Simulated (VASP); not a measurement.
# ZnO (P6_3mc) in VASP: relaxation of cell and atoms with PBE

Aim: the relaxation of cell and atoms of ZnO with PBE.

Everything below comes from runs of VASP 6.6.1. Logs are shortened: lines on timing, memory, paths and dates and some standing lists are left out, and cuts for length are marked.

## (1) The cell of the first run

Symmetry: P6_3mc, No. 186, hexagonal system. Conventional cell: a = 3.249 Å, b = 3.249 Å, c = 5.204 Å, α = 90.00°, β = 90.00°, γ = 120.00°. Within 2.6 Å of Zn (site symmetry 3m) lie 4 O at 1.97 to 1.99 Å. Within 2.6 Å of O (site symmetry 3m) lie 4 Zn at 1.97 to 1.99 Å.

## (2) Relaxation of cell and atoms, PBE

File INCAR:

```
  ALGO = Normal
  EDIFF = 1E-6
  EDIFFG = -0.01
  ENCUT = 600
  GGA = PE
  IBRION = 2
  ISIF = 3
  ISMEAR = 0
  LASPH = True
  LCHARG = False
  LREAL = Auto
  LUSENCCL = False
  LWAVE = False
  NELM = 60
  NSW = 80
  PREC = Accurate
  SIGMA = 0.05
```

File KPOINTS:

```
k-points
0
Gamma
  4 4 3
```

File POSCAR:

```
ZnO
1.0
    6.4988000000      0.0000000000      0.0000000000
   -3.2494000000      5.6281258900      0.0000000000
    0.0000000000      0.0000000000     10.4076000000
Zn O
16 16
Direct
    0.1666670000      0.3333330000      0.0000000000
    0.3333330000      0.1666670000      0.2500000000
    0.1666670000      0.3333330000      0.5000000000
    0.3333330000      0.1666670000      0.7500000000
    0.1666670000      0.8333330000      0.0000000000
    0.3333330000      0.6666670000      0.2500000000
    0.1666670000      0.8333330000      0.5000000000
    0.3333330000      0.6666670000      0.7500000000
    0.6666670000      0.3333330000      0.0000000000
    0.8333330000      0.1666670000      0.2500000000
    0.6666670000      0.3333330000      0.5000000000
    0.8333330000      0.1666670000      0.7500000000
    0.6666670000      0.8333330000      0.0000000000
    0.8333330000      0.6666670000      0.2500000000
    0.6666670000      0.8333330000      0.5000000000
    0.8333330000      0.6666670000      0.7500000000
    0.1666670000      0.3333330000      0.1910000000
    0.3333330000      0.1666670000      0.4410000000
    0.1666670000      0.3333330000      0.6910000000
    0.3333330000      0.1666670000      0.9410000000
    0.1666670000      0.8333330000      0.1910000000
    0.3333330000      0.6666670000      0.4410000000
    0.1666670000      0.8333330000      0.6910000000
    0.3333330000      0.6666670000      0.9410000000
    0.6666670000      0.3333330000      0.1910000000
    0.8333330000      0.1666670000      0.4410000000
    0.6666670000      0.3333330000      0.6910000000
    0.8333330000      0.1666670000      0.9410000000
    0.6666670000      0.8333330000      0.1910000000
    0.8333330000      0.6666670000      0.4410000000
    0.6666670000      0.8333330000      0.6910000000
    0.8333330000      0.6666670000      0.9410000000
```

Potentials or basis: VASP PAW PBE potentials, release 64 (Zn, O).

Started as:

```
> cat potpaw_PBE.64/Zn/POTCAR potpaw_PBE.64/O/POTCAR > POTCAR
> mpirun -np 1 vasp_std > vasp.out
```

OUTCAR:

```text
EDIFF = 1E-6
   EDIFFG = -0.01
   ENCUT = 600
   GGA = PE
   IBRION = 2
   ISIF = 3
   ISMEAR = 0
   LASPH = True
   LREAL = Auto
   NELM = 60
   NSW = 80
   PREC = Accurate

 ion  position               nearest neighbor table
   1  0.167  0.333  0.000-  20 1.97  24 1.97  28 1.97  17 1.99
   2  0.333  0.167  0.250-  17 1.97  21 1.97  25 1.97  18 1.99
   3  0.167  0.333  0.500-  18 1.97  22 1.97  26 1.97  19 1.99
   4  0.333  0.167  0.750-  19 1.97  23 1.97  27 1.97  20 1.99
   5  0.167  0.833  0.000-  24 1.97  20 1.97  32 1.97  21 1.99
   6  0.333  0.667  0.250-  21 1.97  17 1.97  29 1.97  22 1.99
[... 24 lines left out ...]
  31  0.667  0.833  0.691-  16 1.97  12 1.97   8 1.97  15 1.99
  32  0.833  0.667  0.941-  13 1.97   9 1.97   5 1.97  16 1.99

  LATTYP: Found a hexagonal cell.
 ALAT       =     6.4988000000
 C/A-ratio  =     1.6014648858

  Lattice vectors:

 A1 = (   6.4988000000,   0.0000000000,   0.0000000000)
 A2 = (  -3.2494000000,   5.6281258900,   0.0000000000)
 A3 = (   0.0000000000,   0.0000000000,  10.4076000000)

Analysis of symmetry for initial positions (statically):
=====================================================================
 Subroutine PRICEL returns following result:

  LATTYP: Found a hexagonal cell.
 ALAT       =     3.2494000000
 C/A-ratio  =     1.6014648858

  Lattice vectors:

 A1 = (   3.2494000000,   0.0000000000,   0.0000000000)
 A2 = (  -1.6247000000,   2.8140629450,   0.0000000000)
 A3 = (   0.0000000000,   0.0000000000,   5.2038000000)

   8 primitive cells build up your supercell.

 Routine SETGRP: Setting up the symmetry group for a
 hexagonal supercell.

 Subroutine GETGRP returns: Found 12 space group operations
 (whereof  6 operations were pure point group operations)
 out of a pool of 24 trial point group operations.

The static configuration has the point symmetry C_3v.
 The point group associated with its full space group is C_6v.

Analysis of symmetry for dynamics (positions and initial velocities):
=====================================================================
 Subroutine PRICEL returns following result:

  LATTYP: Found a hexagonal cell.
 ALAT       =     3.2494000000
 C/A-ratio  =     1.6014648858

  Lattice vectors:

 A1 = (   3.2494000000,   0.0000000000,   0.0000000000)
 A2 = (  -1.6247000000,   2.8140629450,   0.0000000000)
 A3 = (   0.0000000000,   0.0000000000,   5.2038000000)

   8 primitive cells build up your supercell.

 Routine SETGRP: Setting up the symmetry group for a
 hexagonal supercell.

 Subroutine GETGRP returns: Found 12 space group operations
 (whereof  6 operations were pure point group operations)
 out of a pool of 24 trial point group operations.

The dynamic configuration has the point symmetry C_3v.
 The point group associated with its full space group is C_6v.

 Subroutine INISYM returns: Found 12 space group operations
 (whereof  6 operations are pure point group operations),
 and found     8 'primitive' translations

----------------------------------------------------------------------------------------

                                     Primitive cell

  volume of cell :      47.5836

  direct lattice vectors                    reciprocal lattice vectors
     3.249400000  0.000000000  0.000000000     0.307749123  0.177679039 -0.000000000
    -1.624700000  2.814062945  0.000000000     0.000000000  0.355358078  0.000000000
     0.000000000  0.000000000  5.203800000     0.000000000 -0.000000000  0.192167262

  length of vectors
     3.249400000  3.249399998  5.203800000     0.355358078  0.355358078  0.192167262

  position of ions in fractional coordinates (direct lattice)
     0.333334000  0.666666000  0.000000000
     0.666666000  0.333334000  0.500000000
     0.333334000  0.666666000  0.382000000
     0.666666000  0.333334000  0.882000000

  ion indices of the primitive-cell ions
   primitive index   ion index
                 1           1
                 2           2
                 3          17
                 4          20

----------------------------------------------------------------------------------------

 KPOINTS: k-points

Automatic generation of k-mesh.
 Grid dimensions read from file:
 generate k-points for:    4    4    3

 Generating k-lattice:

  Cartesian coordinates                     Fractional coordinates (reciprocal lattice)
     0.038468640  0.022209880 -0.000000000     0.250000000  0.000000000  0.000000000
     0.000000000  0.044419760  0.000000000     0.000000000  0.250000000  0.000000000
     0.000000000 -0.000000000  0.032027877     0.000000000  0.000000000  0.333333333

  Length of vectors
     0.044419760  0.044419760  0.032027877

  Shift w.r.t. Gamma in fractional coordinates (k-lattice)
     0.000000000  0.000000000  0.000000000

 Subroutine IBZKPT returns following result:
 ===========================================

 Found      8 irreducible k-points:

 Following reciprocal coordinates:
            Coordinates               Weight
  0.000000  0.000000  0.000000      1.000000
  0.250000  0.000000  0.000000      6.000000
  0.500000  0.000000  0.000000      3.000000
  0.250000  0.250000  0.000000      6.000000
  0.000000  0.000000  0.333333      2.000000
  0.250000  0.000000  0.333333     12.000000
  0.500000  0.000000  0.333333      6.000000
  0.250000  0.250000  0.333333     12.000000
   k-points           NKPTS =      8   k-points in BZ     NKDIM =      8   number of bands    NBANDS=    172
   number of dos      NEDOS =    301   number of ions     NIONS =     32
   total plane-waves  NPLWV = 244944
   dimension x,y,z NGX =    54 NGY =   54 NGZ =   84
   dimension x,y,z NGXF=   108 NGYF=  108 NGZF=  168
   ions per type =              16  16
   NGX,Y,Z   is equivalent  to a cutoff of  13.81, 13.81, 13.42 a.u.
   NGXF,Y,Z  is equivalent  to a cutoff of  27.63, 27.63, 26.84 a.u.
 SYSTEM =  unknown system
   PREC   = accura    normal or accurate (medium, high low for compatibility)
   ISTART =      0    job   : 0-new  1-cont  2-samecut
   ICHARG =      2    charge: 1-file 2-atom 10-const
   ISPIN  =      1    spin polarized calculation?
   LNONCOLLINEAR =      F non collinear calculations
   LSORBIT =      F    spin-orbit coupling
   LASPH  =      T    aspherical Exc in radial PAW
   ENCUT  =  600.0 eV  44.10 Ry    6.64 a.u.  12.98 12.98 20.79*2*pi/ulx,y,z
   NELM   =     60;   NELMIN=  2; NELMDL= -5     # of ELM steps
   EDIFF  = 0.1E-05   stopping-criterion for ELM
   LREAL  =      T    real-space projection
   EDIFFG = -.1E-01   stopping-criterion for IOM
   NSW    =     80    number of steps for IOM
   IBRION =      2    ionic relax: 0-MD 1-quasi-New 2-CG
   NFREE  =      1    steps in history (QN), initial steepest desc. (CG)
   ISIF   =      3    stress and relaxation
   ISYM   =      2    0-nonsym 1-usesym 2-fastsym
   POTIM  = 0.5000    time-step for ionic-motion
   TEBEG  =    0.0;   TEEND  =   0.0 temperature during run
   PSTRESS=    0.0 pullay stress
   NELECT =     288.0000    total number of electrons
   NUPDOWN=      -1.0000    fix difference up-down
   EMIN   =  10.00;   EMAX   =-10.00  energy-range for DOS
   EFERMI =   0.00;   METHOD = LEGACY
   ISMEAR =     0;   SIGMA  =   0.05  broadening in eV -4-tet -1-fermi 0-gaus
   EFERMI_NEDOS =   21; number of points for ismear=-14 and -15
   IALGO  =     38    algorithm
   IMIX   =      4    mixing-type and parameters
     AMIX     =   0.40;   BMIX     =  1.00
     AMIX_MAG =   1.60;   BMIX_MAG =  1.00
  volume/ion in A,a.u.               =      11.90        80.28
  Fermi-wavevector in a.u.,A,eV,Ry     =   1.491729  2.818958 30.276420  2.225254
  Thomas-Fermi vector in A             =   2.604347
   LORBIT       =      0    0 simple, 1 ext, 2 COOP (PROOUT), +10 PAW based schemes
   GGA     = PE    functional components
   LHFCALC =     F    Hartree Fock is set to
   AEXX    =    0.0000 exact exchange contribution
   IVDW    =     0    specifies the selected vdW correction
   LEPSILON=     F    determine dielectric tensor
   LRPA    =     F    only Hartree local field effects (RPA)
 conjugate gradient relaxation of ions
 non-spin polarized calculation
 Gauss-broadening in eV      SIGMA  =   0.05
  energy-cutoff  :      600.00
  volume of cell :      380.67
 maximum number of plane-waves:     12731
 NGX is ok and might be reduce to    54
   NGX = 25   NGY = 25   NGZ = 41

--------------------------------------- Ionic step        1  -------------------------------------------

 number of electron     288.0000115 magnetization

 Free energy of the ion-electron system (eV)
  ---------------------------------------------------
  ext. energy  EPLUGINS =         0.00000000
  ---------------------------------------------------
  free energy    TOTEN  =      -142.61096478 eV

  energy without entropy =     -142.61096478  energy(sigma->0) =     -142.61096478

------------------------ aborting loop because EDIFF is reached ----------------------------------------

  FORCE on cell =-STRESS in cart. coord.  units (eV):
  Direction    XX          YY          ZZ          XY          YZ          ZX
  --------------------------------------------------------------------------------------
  -------------------------------------------------------------------------------------
  Total       13.6382580     13.6382580     14.2626355      0.0000000      0.0000000      0.0000000
  in kB       57.4013250     57.4013249     60.0292337      0.0000000      0.0000000      0.0000000
  external PRESSURE =      58.2772945 kB  Pullay stress =       0.0000000 kB
[... 513 lines left out ...]
  energy  without entropy=     -142.8985478529  energy(sigma->0) =     -142.89854785

--------------------------------------- Ionic step        9  -------------------------------------------

 number of electron     288.0000062 magnetization

 Free energy of the ion-electron system (eV)
  ---------------------------------------------------
  ext. energy  EPLUGINS =         0.00000000
  ---------------------------------------------------
  free energy    TOTEN  =      -142.89877304 eV

  energy without entropy =     -142.89877304  energy(sigma->0) =     -142.89877304

 E-fermi :   1.0797     XC(G=0): -10.6958

 val. band max:        0.8467204605   @ k =   0.0000   0.0000   0.0000
 cond. band min:       1.5656790077   @ k =   0.0000   0.0000   0.0000
 fundamental gap:      0.7189585472
 Fermi energy:         1.0796538603

 k-point     1 :       0.0000    0.0000    0.0000
  band No.  band energies     occupation
      1     -16.9297      2.00000
      2     -16.6090      2.00000
      3     -16.6090      2.00000
      4     -16.3006      2.00000
      5     -16.3006      2.00000
      6     -16.3006      2.00000
[... 1261 lines left out ...]
    155       7.6735      0.00000
    156       7.6989      0.00000
 [bands above 156 left out]

------------------------ aborting loop because EDIFF is reached ----------------------------------------

  FORCE on cell =-STRESS in cart. coord.  units (eV):
  Direction    XX          YY          ZZ          XY          YZ          ZX
  --------------------------------------------------------------------------------------
  -------------------------------------------------------------------------------------
  Total        0.2331036      0.2331036     -0.0179045     -0.0000000     -0.0000000      0.0000000
  in kB        0.9416231      0.9416230     -0.0723251     -0.0000000     -0.0000000      0.0000000
  external PRESSURE =       0.6036403 kB  Pullay stress =       0.0000000 kB
[... 47 lines left out ...]
  FREE ENERGIE OF THE ION-ELECTRON SYSTEM (eV)
  ---------------------------------------------------
  free  energy   TOTEN  =      -142.8987730391 eV

  energy  without entropy=     -142.8987730391  energy(sigma->0) =     -142.89877304

 reached required accuracy - stopping structural energy minimisation
```

Run time: 6.3 min. Hardware: 1 × NVIDIA H100 80GB with 1 thread of AMD EPYC 7R13 (Zen 3), shared host; peak memory 1.7 GiB.

What came out:

```yaml
Free_energy: -142.8988 eV
Relaxed_volume: 12.39 Å³/atom
Relaxed_cell: a = 6.570 Å, b = 6.570 Å, c = 10.610 Å, α = 90.00°, β = 90.00°, γ = 120.00°
Space_group_after_relaxing_to_0.1_Å: P6_3mc (No. 186)
Energy_gained_by_relaxing: 9.0 meV/atom
Ionic_steps: 9
Pressure_after_relaxing: 0.1 GPa
Largest_force_after_relaxing: 0.005 eV/Å
Band_gap_on_the_k_mesh: 0.72 eV
```

Forces on the atoms (eV/Å):
```
Zn   0.000  0.000  0.005
Zn   0.000  0.000  0.005
Zn   0.000  0.000  0.005
Zn   0.000  0.000  0.005
Zn   0.000  0.000  0.005
Zn   0.000  0.000  0.005
Zn   0.000  0.000  0.005
Zn   0.000  0.000  0.005
Zn   0.000  0.000  0.005
Zn   0.000  0.000  0.005
Zn   0.000  0.000  0.005
Zn   0.000  0.000  0.005
Zn   0.000  0.000  0.005
Zn   0.000  0.000  0.005
Zn   0.000  0.000  0.005
Zn   0.000  0.000  0.005
O    0.000  0.000 -0.005
O    0.000  0.000 -0.005
O    0.000  0.000 -0.005
O    0.000  0.000 -0.005
O    0.000  0.000 -0.005
O    0.000  0.000 -0.005
O    0.000  0.000 -0.005
O    0.000  0.000 -0.005
O    0.000  0.000 -0.005
O    0.000  0.000 -0.005
O    0.000  0.000 -0.005
O    0.000  0.000 -0.005
O    0.000  0.000 -0.005
O    0.000  0.000 -0.005
O    0.000  0.000 -0.005
O    0.000  0.000 -0.005
```

Stress tensor (GPa, compression positive):
```
 0.09  0.00  0.00
 0.00  0.09  0.00
 0.00  0.00 -0.01
```

Step by step:
| step | energy change (eV) | largest force (eV/Å) | pressure (GPa) | volume (Å³) |
| --- | --- | --- | --- | --- |
| 1 | 0.0000 | 0.0303 | 5.83 | 380.67 |
| 2 | -0.2179 | 0.0208 | -2.47 | 405.01 |
| 3 | -0.2828 | 0.0200 | 0.01 | 396.80 |
| 4 | -0.2827 | 0.0196 | -0.13 | 397.13 |
| 5 | -0.2842 | 0.0213 | -0.14 | 397.15 |
| 6 | -0.2863 | 0.0279 | -0.10 | 397.19 |
| 7 | -0.2864 | 0.0321 | -0.14 | 397.21 |
| 8 | -0.2876 | 0.0150 | -0.02 | 396.86 |
| 9 | -0.2878 | 0.0046 | 0.06 | 396.63 |

Final structure:
```xyz
32
Lattice="6.5701 0.0000 0.0000 -3.2851 5.6899 0.0000 0.0000 0.0000 10.6097" Properties=species:S:1:pos:R:3 pbc="T T T"
Zn    0.0000    1.8966    0.0075
Zn    1.6425    0.9483    2.6599
Zn    0.0000    1.8966    5.3124
Zn    1.6425    0.9483    7.9648
Zn   -1.6425    4.7416    0.0075
Zn    0.0000    3.7933    2.6599
Zn   -1.6425    4.7416    5.3124
Zn    0.0000    3.7933    7.9648
Zn    3.2851    1.8966    0.0075
Zn    4.9276    0.9483    2.6599
Zn    3.2851    1.8966    5.3124
Zn    4.9276    0.9483    7.9648
Zn    1.6425    4.7416    0.0075
Zn    3.2851    3.7933    2.6599
Zn    1.6425    4.7416    5.3124
Zn    3.2851    3.7933    7.9648
O     0.0000    1.8966    2.0189
O     1.6425    0.9483    4.6714
O     0.0000    1.8966    7.3238
O     1.6425    0.9483    9.9762
O    -1.6425    4.7416    2.0189
O     0.0000    3.7933    4.6714
O    -1.6425    4.7416    7.3238
O     0.0000    3.7933    9.9762
O     3.2851    1.8966    2.0189
O     4.9276    0.9483    4.6714
O     3.2851    1.8966    7.3238
O     4.9276    0.9483    9.9762
O     1.6425    4.7416    2.0189
O     3.2851    3.7933    4.6714
O     1.6425    4.7416    7.3238
O     3.2851    3.7933    9.9762
```

Caveat: semilocal functionals underestimate gaps, and a narrow one can read as zero.
